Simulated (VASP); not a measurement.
A run of VASP 6.6.1 is set up as follows.

Contents of INCAR:

```
SYSTEM = SiC12
PREC = Accurate
ENCUT = 520
EDIFF = 1E-6
ISMEAR = 0
SIGMA = 0.05
LREAL = .FALSE.
LASPH = .TRUE.
NELM = 150
ALGO = Fast
ISIF = 2
LWAVE = .FALSE.
LCHARG = .FALSE.
ISPIN = 2
MAGMOM = 0 0 0 0 0 0 0 0 0 0 0 0 2
LORBIT = 11
LDIPOL = .TRUE.
IDIPOL = 3
DIPOL = 0.5 0.5 0.308
GGA = PE
IVDW = 12
NBANDS = 42
KPAR = 4
```

The input KPOINTS:

```
regular mesh
0
G
  6 8 1
  0 0 0
```

Contents of POSCAR:

```
SiC12
1.0
    4.9311586499      0.0000000000      0.0000000000
   -1.2327896625      3.3947778379      0.0000000000
    0.0000000000      0.0000000000     22.3359273566
C Si
12 1
Direct
    0.2500000000      0.0000000000      0.1790836770
    0.7500000000      0.0000000000      0.1790836770
    0.0000000000      0.0000000000      0.2109204464
    0.5000000000      0.0000000000      0.2109204464
    0.0000000000      0.0000000000      0.2746309355
    0.5000000000      0.0000000000      0.2746309355
    0.2500000000      0.0000000000      0.3057016522
    0.7500000000      0.0000000000      0.3057016522
    0.2500000000      0.0000000000      0.3723849422
    0.7500000000      0.0000000000      0.3723849422
    0.0000000000      0.0000000000      0.4000696821
    0.5000000000      0.0000000000      0.4000696821
    0.2500000000      0.3750000000      0.5119969802
```

Potentials or basis: VASP PAW PBE potentials, release 64 (C, Si).

Launch:

```console
$ cat potpaw_PBE.64/C/POTCAR potpaw_PBE.64/Si/POTCAR > POTCAR
$ mpirun -np 4 vasp_std > vasp.out
```

Q: Estimate the site moments.

A: C -0.00, +0.00, +0.03 (each value once); Si +0.01 μB.

Q: What does it give for the largest force?

A: 3.502 eV/Å.

Q: Predict the net moment.

A: 0.09 μB per cell.

Forces on the atoms (eV/Å):
```
C   -0.046  0.027  2.051
C    0.045  0.002  2.052
C   -0.014 -0.041 -3.485
C    0.015  0.013 -3.502
C   -0.006  0.023  1.302
C    0.007 -0.020  1.220
C    0.039 -0.073  0.512
C   -0.026 -0.056  0.484
C    0.003 -0.109 -1.629
C   -0.015  0.017 -1.041
C    0.492  1.058  2.676
C   -0.388 -0.222  1.886
Si  -0.105 -0.618 -2.525
```
